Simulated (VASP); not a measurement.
# AlN (Cm) in VASP: further runs

Runs on AlN. Level: PBE. Tasks: single point.

Program: VASP 6.6.1. These are calculated values, not measurements. Logs are shortened: lines on timing, memory, paths and dates and some standing lists are left out, and cuts for length are marked.

## (1) The cell of the first run

The structure is monoclinic, space group Cm (No. 8). The conventional cell has a = 6.226 Å, b = 6.226 Å, c = 4.403 Å, α = 90.00°, β = 90.00°, γ = 90.00°. Al (site symmetry m) has 4 N at 1.63 to 2.05 Å within 2.2 Å. Al (site symmetry 1) has 4 N at 1.91 Å within 2.5 Å. Within 2.5 Å of Al (site symmetry m) lie 4 N at 1.91 Å. Within 2.2 Å of N (site symmetry m) lie 4 Al at 1.63 to 1.91 Å. N (site symmetry 1) has 4 Al at 1.91 to 2.00 Å within 2.5 Å. N (site symmetry m) has 4 Al at 1.91 to 2.05 Å within 2.5 Å.

## (2) Single point, PBE (atom 1 (Al) moved by -0.252 Å along [1 1 0] and +0.126 Å along [0 0 1])

Input file INCAR:

```
SYSTEM = AlN
  PREC = Accurate
  ENCUT = 520
  EDIFF = 1E-7
  ISMEAR = 0
  SIGMA = 0.05
  LREAL = .FALSE.
  LASPH = .TRUE.
  NELM = 60
  ALGO = Normal
  ISIF = 2
  LWAVE = .FALSE.
  LCHARG = .FALSE.
  GGA = PE
  NBANDS = 26
```

Input file KPOINTS:

```
Automatic mesh
0
G
  6 6 6
  0 0 0
```

Input file POSCAR:

```
AlN
1.0
    4.4025164325      0.0000000000      0.0000000000
    0.0000000000     -4.4025164325      0.0000000000
    0.0000000000      0.0000000000     -4.4025164325
Al N
4 4
Direct
   -0.0404747856     -0.0286199954     -0.0404747856
    0.5000000000      0.5000000000      0.0000000000
    0.5000000000      0.0000000000      0.5000000000
    0.0000000000      0.5000000000      0.5000000000
    0.7500000000      0.7500000000      0.7500000000
    0.2500000000      0.2500000000      0.7500000000
    0.2500000000      0.7500000000      0.2500000000
    0.7500000000      0.2500000000      0.2500000000
```

Potentials or basis: VASP PAW PBE potentials, release 64 (Al, N).

On the command line:

```console
cat potpaw_PBE.64/Al/POTCAR potpaw_PBE.64/N/POTCAR > POTCAR
mpirun -np 1 vasp_std > vasp.out
```

OUTCAR:

```text
SYSTEM = AlN
   PREC = Accurate
   ENCUT = 520
   EDIFF = 1E-7
   ISMEAR = 0
   LREAL = .FALSE.
   LASPH = .TRUE.
   NELM = 60
   ISIF = 2
   GGA = PE

 ion  position               nearest neighbor table
   1  0.960  0.971  0.960-   5 1.63   6 2.00   8 2.00   7 2.05   3 2.86   2 2.90   4 2.90   4 3.09
                             2 3.09   3 3.13   3 3.13   4 3.16   2 3.16   4 3.33   2 3.33
   2  0.500  0.500  0.000-   5 1.91   6 1.91   7 1.91   8 1.91   1 2.90   1 3.09   4 3.11   3 3.11
                             4 3.11   3 3.11   3 3.11   3 3.11   4 3.11   4 3.11   1 3.16   1 3.33
   3  0.500  0.000  0.500-   5 1.91   6 1.91   7 1.91   8 1.91   1 2.86   2 3.11   4 3.11   2 3.11
                             2 3.11   4 3.11   2 3.11   4 3.11   4 3.11   1 3.13   1 3.13
   4  0.000  0.500  0.500-   5 1.91   6 1.91   7 1.91   8 1.91   1 2.90   1 3.09   3 3.11   2 3.11
                             2 3.11   3 3.11   2 3.11   3 3.11   2 3.11   3 3.11   1 3.16   1 3.33
   5  0.750  0.750  0.750-   1 1.63   2 1.91   3 1.91   4 1.91
   6  0.250  0.250  0.750-   2 1.91   3 1.91   4 1.91   1 2.00
   7  0.250  0.750  0.250-   2 1.91   3 1.91   4 1.91   1 2.05
   8  0.750  0.250  0.250-   2 1.91   3 1.91   4 1.91   1 2.00

  LATTYP: Found a simple cubic cell.
 ALAT       =     4.4025164325

  Lattice vectors:

 A1 = (   4.4025164325,   0.0000000000,   0.0000000000)
 A2 = (   0.0000000000,  -4.4025164325,   0.0000000000)
 A3 = (   0.0000000000,   0.0000000000,  -4.4025164325)

Analysis of symmetry for initial positions (statically):
=====================================================================
 Subroutine PRICEL returns:
 Original cell was already a primitive cell.

 Routine SETGRP: Setting up the symmetry group for a
 simple cubic supercell.

 Subroutine GETGRP returns: Found  2 space group operations
 (whereof  2 operations were pure point group operations)
 out of a pool of 48 trial point group operations.

The static configuration has the point symmetry C_1h.

Analysis of symmetry for dynamics (positions and initial velocities):
=====================================================================
 Subroutine PRICEL returns:
 Original cell was already a primitive cell.

 Routine SETGRP: Setting up the symmetry group for a
 simple cubic supercell.

 Subroutine GETGRP returns: Found  2 space group operations
 (whereof  2 operations were pure point group operations)
 out of a pool of 48 trial point group operations.

The dynamic configuration has the point symmetry C_1h.

 Subroutine INISYM returns: Found  2 space group operations
 (whereof  2 operations are pure point group operations),
[... 117 lines left out ...]
   TEBEG  =    0.0;   TEEND  =   0.0 temperature during run
   PSTRESS=    0.0 pullay stress
   NELECT =      32.0000    total number of electrons
   NUPDOWN=      -1.0000    fix difference up-down
   EMIN   =  10.00;   EMAX   =-10.00  energy-range for DOS
   EFERMI =   0.00;   METHOD = LEGACY
   ISMEAR =     0;   SIGMA  =   0.05  broadening in eV -4-tet -1-fermi 0-gaus
   EFERMI_NEDOS =   21; number of points for ismear=-14 and -15
   IALGO  =     38    algorithm
   IMIX   =      4    mixing-type and parameters
     AMIX     =   0.40;   BMIX     =  1.00
     AMIX_MAG =   1.60;   BMIX_MAG =  1.00
  volume/ion in A,a.u.               =      10.67        71.98
  Fermi-wavevector in a.u.,A,eV,Ry     =   1.180567  2.230947 18.962951  1.393738
  Thomas-Fermi vector in A             =   2.316857
   LORBIT       =      0    0 simple, 1 ext, 2 COOP (PROOUT), +10 PAW based schemes
   GGA     = PE    functional components
   LHFCALC =     F    Hartree Fock is set to
   AEXX    =    0.0000 exact exchange contribution
   IVDW    =     0    specifies the selected vdW correction
   LEPSILON=     F    determine dielectric tensor
   LRPA    =     F    only Hartree local field effects (RPA)
 non-spin polarized calculation
 Gauss-broadening in eV      SIGMA  =   0.05
  energy-cutoff  :      520.00
  volume of cell :       85.33
 maximum number of plane-waves:      2325
 NGX is ok and might be reduce to    36
   NGX = 17   NGY = 17   NGZ = 17

 number of electron      31.9999997 magnetization

 Free energy of the ion-electron system (eV)
  ---------------------------------------------------
  ext. energy  EPLUGINS =         0.00000000
  ---------------------------------------------------
  free energy    TOTEN  =       -58.31580441 eV

  energy without entropy =      -58.31580441  energy(sigma->0) =      -58.31580441

 E-fermi :   6.2035     XC(G=0): -10.8271

 val. band max:        5.9817002960   @ k =   0.0000   0.0000   0.0000
 cond. band min:       8.5832556489   @ k =   0.0000   0.0000   0.0000
 fundamental gap:      2.6015553529
 Fermi energy:         6.2034977601

 k-point     1 :       0.0000    0.0000    0.0000
  band No.  band energies     occupation
      1      -9.2690      2.00000
      2      -7.0479      2.00000
      3      -6.2818      2.00000
      4      -6.1706      2.00000
      5       0.7813      2.00000
      6       0.7846      2.00000
[... 685 lines left out ...]
     25      16.2969      0.00000
     26      16.3893      0.00000

 [... further k-points ...]

------------------------ aborting loop because EDIFF is reached ----------------------------------------

  FORCE on cell =-STRESS in cart. coord.  units (eV):
  Direction    XX          YY          ZZ          XY          YZ          ZX
  --------------------------------------------------------------------------------------
  -------------------------------------------------------------------------------------
  Total        1.7056097      2.3170606      1.7056097     -2.9550619      2.9550619     -2.7707855
  in kB       32.0248639     43.5055863     32.0248639    -55.4848232     55.4848234    -52.0248129
  external PRESSURE =      35.8517714 kB  Pullay stress =       0.0000000 kB

 VOLUME and BASIS-vectors are now :
 -----------------------------------------------------------------------------
  energy-cutoff  :      520.00
  volume of cell :       85.33
      direct lattice vectors                 reciprocal lattice vectors
     4.402516432  0.000000000  0.000000000     0.227142821  0.000000000  0.000000000
     0.000000000 -4.402516432  0.000000000     0.000000000 -0.227142821  0.000000000
     0.000000000  0.000000000 -4.402516432     0.000000000  0.000000000 -0.227142821

 POSITION                                       TOTAL-FORCE (eV/Angst)
 -----------------------------------------------------------------------------------
      4.22433     -4.27652     -4.22433         5.393971     -4.897963     -5.393971
      2.20126     -2.20126      0.00000        -0.812403      0.567603     -0.558582
      2.20126      0.00000     -2.20126        -0.831655     -0.378313      0.831655
      0.00000     -2.20126     -2.20126         0.558582      0.567603      0.812403
      3.30189     -3.30189     -3.30189        -3.276503      3.374189      3.276503
      1.10063     -1.10063     -3.30189        -0.481437      0.413595      0.044494
      1.10063     -3.30189     -1.10063        -0.506060     -0.060309      0.506060
      3.30189     -1.10063     -1.10063        -0.044494      0.413595      0.481437
 -----------------------------------------------------------------------------------
    total drift:                                0.000010     -0.000006     -0.000010

  FREE ENERGIE OF THE ION-ELECTRON SYSTEM (eV)
  ---------------------------------------------------
  free  energy   TOTEN  =       -58.3158044120 eV

  energy  without entropy=      -58.3158044120  energy(sigma->0) =      -58.31580441
```

stdout:

```text
POSCAR found type information on POSCAR AlN
 POSCAR found :  2 types and       8 ions
 scaLAPACK will be used
 LDA part: xc-table for (Slater+PW92), standard interpolation
 POSCAR, INCAR and KPOINTS ok, starting setup
 FFT: planning ... GRIDC
 FFT: planning ... GRID_SOFT
 FFT: planning ... GRID
 WAVECAR not read
 entering main loop
```

Run time: 84 s. Hardware: 1 thread of AMD EPYC 9R45 (Zen 5), shared host; peak memory 0.23 GiB.

Results:

```
Free energy            : -58.3158 eV
Pressure               : 3.6 GPa
Largest force          : 9.065 eV/Å
Band gap on the k mesh : 2.60 eV, direct
```

Forces in eV/Å, atoms in the order of the input:
```
Al   5.394 -4.898 -5.394
Al  -0.812  0.568 -0.559
Al  -0.832 -0.378  0.832
Al   0.559  0.568  0.812
N   -3.277  3.374  3.277
N   -0.481  0.414  0.044
N   -0.506 -0.060  0.506
N   -0.044  0.414  0.481
```

Stress tensor (GPa, compression positive):
```
 3.20 -5.55 -5.20
-5.55  4.35  5.55
-5.20  5.55  3.20
```

Levels at points of the mesh, in eV from the valence-band top:
| k point | band 13 | band 14 | band 15 | band 16 | band 17 | band 18 | band 19 | band 20 |
| --- | --- | --- | --- | --- | --- | --- | --- | --- |
| (0.00, 0.00, 0.00) | -1.78 | -0.30 | -0.07 | 0.00 | 2.60 | 2.82 | 3.19 | 4.23 |
| (0.50, 0.00, 0.00) | -1.56 | -1.47 | -0.91 | -0.70 | 5.18 | 5.35 | 5.52 | 6.54 |
| (0.00, 0.50, 0.00) | -1.37 | -1.37 | -0.99 | -0.82 | 5.06 | 5.39 | 5.56 | 6.55 |
| (0.50, 0.50, 0.00) | -1.17 | -1.06 | -0.57 | -0.19 | 6.92 | 7.19 | 7.23 | 8.23 |
| (0.50, 0.00, 0.50) | -0.99 | -0.98 | -0.68 | -0.28 | 6.95 | 7.13 | 7.27 | 8.26 |
| (0.50, 0.50, 0.50) | -0.52 | -0.51 | -0.21 | -0.09 | 6.48 | 6.89 | 6.94 | 6.97 |

Caveat: the cell differs from its parent crystal (atom 1 (Al) moved by -0.252 Å along [1 1 0] and +0.126 Å along [0 0 1]); forces of over 1 eV/Å act on the atoms, so gaps and moduli don't describe the material at rest. A k mesh can miss the band edges.

## (3) Single point, PBE (atom 1 (Al) moved by -0.252 Å along [1 1 0] and -0.126 Å along [0 0 1])

Input file INCAR:

```
SYSTEM = AlN
PREC = Accurate ; ENCUT = 520
EDIFF = 1E-6 ; ISMEAR = 0
SIGMA = 0.05 ; LREAL = .False.
LASPH = .True. ; NELM = 60
ALGO = Normal ; ISIF = 2
LWAVE = .False. ; LCHARG = .False.
GGA = PE ; NBANDS = 26
```

Input file KPOINTS:

```
Automatic mesh
0
Gamma
  6 6 6
  0 0 0
```

POSCAR: that of step 2 with these lines changed.

```diff
@@ -8,3 +8,3 @@
 Direct
-   -0.0404747856     -0.0286199954     -0.0404747856
+   -0.0404747856      0.0286199954     -0.0404747856
     0.5000000000      0.5000000000      0.0000000000
```

Potentials or basis: VASP PAW PBE potentials, release 64 (Al, N).

On the command line:

```console
cat potpaw_PBE.64/Al/POTCAR potpaw_PBE.64/N/POTCAR > POTCAR
mpirun -np 1 vasp_std > vasp.out
```

Wall time 70 s (1 thread of AMD EPYC 9R45 (Zen 5), shared host); peak memory 0.23 GiB.

It converged, with:

```yaml
Free_energy: -58.7654 eV
Pressure: 1.7 GPa
Largest_force: 4.028 eV/Å
Band_gap_on_the_k_mesh: 1.80 eV, direct
```

Forces on the atoms (eV/Å):
```
Al   2.716  1.213 -2.716
Al  -0.873 -0.650 -0.622
Al  -0.893  0.467  0.893
Al   0.622 -0.650  0.873
N   -0.831  0.634  0.831
N    0.041 -0.356  0.420
N   -0.363 -0.300  0.363
N   -0.420 -0.356 -0.041
```

Stress tensor (GPa, compression positive):
```
 1.34 -1.57  0.04
-1.57  2.39  1.57
 0.04  1.57  1.34
```

Levels at points of the mesh, in eV from the valence-band top:
```
           k point  band 13  band 14  band 15  band 16  band 17  band 18  band 19  band 20
(0.00, 0.00, 0.00)    -1.95    -0.39    -0.37     0.00     1.80     3.27     3.39     3.78
(0.50, 0.00, 0.00)    -1.79    -1.65    -1.04    -0.78     4.39     5.73     5.88     6.02
(0.00, 0.50, 0.00)    -1.63    -1.55    -1.11    -0.87     4.35     5.68     5.89     6.06
(0.50, 0.50, 0.00)    -1.50    -1.07    -0.65    -0.36     6.12     7.54     7.63     7.74
(0.50, 0.00, 0.50)    -1.40    -0.94    -0.72    -0.47     6.13     7.55     7.57     7.83
(0.50, 0.50, 0.50)    -0.89    -0.51    -0.49    -0.06     6.52     6.54     6.71     6.84
```

Caveat: the cell differs from its parent crystal (atom 1 (Al) moved by -0.252 Å along [1 1 0] and -0.126 Å along [0 0 1]); forces of over 1 eV/Å act on the atoms, so gaps and moduli don't describe the material at rest.

## (4) Single point, PBE (atom 1 (Al) moved by -0.126 Å along [1 1 0] and -0.252 Å along [0 0 1])

Input file INCAR:

```
SYSTEM = AlN
PREC = Accurate ; ENCUT = 520
EDIFF = 1E-6 ; ISMEAR = 0
SIGMA = 0.05 ; LREAL = .FALSE.
LASPH = .TRUE. ; NELM = 60
ALGO = Normal ; ISIF = 2
LWAVE = .FALSE. ; LCHARG = .TRUE.
GGA = PE ; LELF = .TRUE.
LVHAR = .TRUE. ; NBANDS = 26
```

Input file KPOINTS:

```
Automatic mesh
0
G
  6 6 6
  0 0 0
```

POSCAR: that of step 3 with these lines changed.

```diff
@@ -8,3 +8,3 @@
 Direct
-   -0.0404747856      0.0286199954     -0.0404747856
+   -0.0202373928      0.0572399908     -0.0202373928
     0.5000000000      0.5000000000      0.0000000000
```

On the command line:

```console
cat potpaw_PBE.64/Al/POTCAR potpaw_PBE.64/N/POTCAR > POTCAR
mpirun -np 1 vasp_std > vasp.out
```

Run time: 70 s. Hardware: 1 thread of AMD EPYC 9R45 (Zen 5), shared host; peak memory 0.24 GiB.

Results (log left out):

| Quantity | Value |
| --- | --- |
| Free energy | -58.6923 eV |
| Pressure | 2.0 GPa |
| Largest force | 4.744 eV/Å |
| Band gap on the k mesh | 1.97 eV, direct |

Forces in eV/Å, atoms in the order of the input:
```
Al   0.913  4.565 -0.913
Al  -0.480 -1.191 -0.331
Al  -0.444  0.828  0.444
Al   0.331 -1.191  0.480
N    0.064 -0.521 -0.064
N    0.802 -0.999  0.891
N   -0.295 -0.492  0.295
N   -0.891 -0.999 -0.802
```

Stress tensor (GPa, compression positive):
```
 3.19 -0.11  3.77
-0.11 -0.25  0.11
 3.77  0.11  3.19
```

Levels at points of the mesh, in eV from the valence-band top:
```
           k point  band 12  band 13  band 14  band 15  band 16  band 17  band 18  band 19  band 20  band 21
(0.00, 0.00, 0.00)    -2.04    -1.89    -0.37    -0.34     0.00     1.97     2.96     3.54     3.85     7.83
(0.50, 0.00, 0.00)    -2.45    -1.51    -1.44    -1.15    -0.94     4.50     5.37     6.06     6.11     9.36
(0.00, 0.50, 0.00)    -2.70    -2.00    -1.76    -0.93    -0.64     4.62     5.52     5.91     6.12     9.29
(0.50, 0.50, 0.00)    -2.11    -1.26    -0.85    -0.78    -0.52     6.30     7.18     7.77     7.90     8.35
(0.50, 0.00, 0.50)    -2.27    -1.62    -1.26    -0.52    -0.20     6.28     7.25     7.73     7.79     8.29
(0.50, 0.50, 0.50)    -0.90    -0.81    -0.59    -0.44    -0.06     6.48     6.59     6.75     6.92     8.31
```

Caveat: the cell differs from its parent crystal (atom 1 (Al) moved by -0.126 Å along [1 1 0] and -0.252 Å along [0 0 1]); forces of over 1 eV/Å act on the atoms, so gaps and moduli don't describe the material at rest.
